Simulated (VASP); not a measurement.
Crystal: Hf3CrF.

```xyz
5
Lattice="4.1929 0.0000 0.0000 0.0000 4.1929 0.0000 0.0000 0.0000 4.1929" Properties=species:S:1:pos:R:3 pbc="T T T"
Hf    0.0000    2.0964    2.0964
Hf    2.0964    2.0964    0.0000
Hf    2.0964    0.0000    2.0964
Cr    0.0000    0.0000    0.0000
F     2.0964    2.0964    2.0964
```

- Program: VASP 6.6.1
- Task: relaxation of cell and atoms
- Functional: PBE
- Potentials or basis: VASP PAW PBE potentials, release 64 (Hf_pv, Cr_pv, F)
- Cutoff: 600 eV
- k mesh: 4 × 4 × 4
- Occupations: gaussian, width 0.1 eV
- Spin: collinear spin, ferromagnetic start
- Starting moments: [0.0, 0.0, 0.0, 3.0, 0.0] μB

At the start: pressure 32.2 GPa; volume 14.74 Å³/atom.

Where does the relaxation end?

Over 4 steps the energy falls by 272.4 meV/atom and the volume is 17.93 Å³/atom (+21.6 %); space group Pm-3m (No. 221, to 0.05 Å); moment 2.82 μB per cell.

Step by step:
```
step  energy change (eV)  largest force (eV/Å)  pressure (GPa)  volume (Å³)
   1              0.0000                0.0000           32.24        73.71
   2             -0.2076                0.0000          -14.93       110.11
   3             -1.3609                0.0000           -0.71        90.10
   4             -1.3621                0.0000           -0.12        89.64
```

Final structure:
```
Hf Cr F
1.0
     4.47541    0.00000    0.00000
     0.00000    4.47541    0.00000
     0.00000    0.00000    4.47541
Hf Cr F
3 1 1
Direct
  0.00000 0.50000 0.50000
  0.50000 0.50000 0.00000
  0.50000 0.00000 0.50000
  0.00000 0.00000 0.00000
  0.50000 0.50000 0.50000
```

Caveat: the k points lie up to 0.35 Å⁻¹ apart in the final cell; the volume moved by over 15 % at a fixed basis, so the end points are rough; a cell with one magnetic atom can't hold antiferromagnetic order, which such compounds often take.
